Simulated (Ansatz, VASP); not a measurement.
**ReS: VASP beside Ansatz**

Contents of POSCAR:

```
ReS
1.0
    0.0000000000      2.6046948912      2.6046948912
    2.6046948912      0.0000000000      2.6046948912
    2.6046948912      2.6046948912      0.0000000000
Re S
1 1
Direct
    0.0000000000      0.0000000000      0.0000000000
    0.2500000000      0.2500000000      0.2500000000
```

File INCAR.step1:

```
  PREC = Accurate
  ENCUT = 520
  ISMEAR = 0
  SIGMA = 0.05
  LREAL = False
  LASPH = True
  NELM = 80
  NBANDS = 14
  GGA = PE
  ALGO = Normal
  EDIFF = 1E-4
  LWAVE = True
  LCHARG = False
```

File INCAR.step2:

```
  PREC = Accurate
  ENCUT = 520
  EDIFF = 1E-6
  ISMEAR = 0
  SIGMA = 0.05
  LREAL = False
  LASPH = True
  NELM = 80
  ALGO = Normal
  ISIF = 2
  LWAVE = False
  LCHARG = False
  METAGGA = R2SCAN
  LMIXTAU = True
  NBANDS = 14
  ISTART = 1
```

The input KPOINTS:

```
regular mesh
0
Gamma
  12 12 12
```

Input for Ansatz:

```yaml
crystal:
  lattice:
    - [0.0, 2.6046948912, 2.6046948912]
    - [2.6046948912, 0.0, 2.6046948912]
    - [2.6046948912, 2.6046948912, 0.0]
  atoms:
    - { symbol: Re, position: [0.0, 0.0, 0.0] }
    - { symbol: S, position: [0.25, 0.25, 0.25] }
basis:
  ecutwfc: 500
  ecutrho_ratio: 4
kpoints:
  mp_grid: { grid: [12, 12, 12] }
hamiltonian:
  xc: r2scan
scf:
  occupations: { method: gaussian, width: 0.05 }
output:
  forces: true
  stress: true
  eigenvalues: true
```

Alike in both runs: task single point; functional r2SCAN; k mesh 12 × 12 × 12; occupations gaussian, width 0.05 eV; no spin polarisation.

|  | VASP | Ansatz |
| --- | --- | --- |
| version | VASP 6.6.1 | Ansatz 0.2.0 |
| potentials or method | VASP PAW PBE potentials, release 64 (Re, S), cutoff 520 eV | scalar-relativistic, plane waves, PAW |
| valence electrons in the cell | 13 | 21 |

|  | VASP | Ansatz | Ansatz less VASP |
| --- | --- | --- | --- |
| gap on the k mesh at the Fermi level (eV) | none | none | - |
| pressure (GPa) | 1.6 | 0.0 | -1.66 |

VASP's potentials were made for PBE, not for r2SCAN. A gap of «none» marks a metal or a gap that the smearing closes. VASP's potentials hold 13 valence electrons a cell and Ansatz's 21, so a difference there can come from the potentials and not from the codes.

Spin-orbit coupling is off throughout.
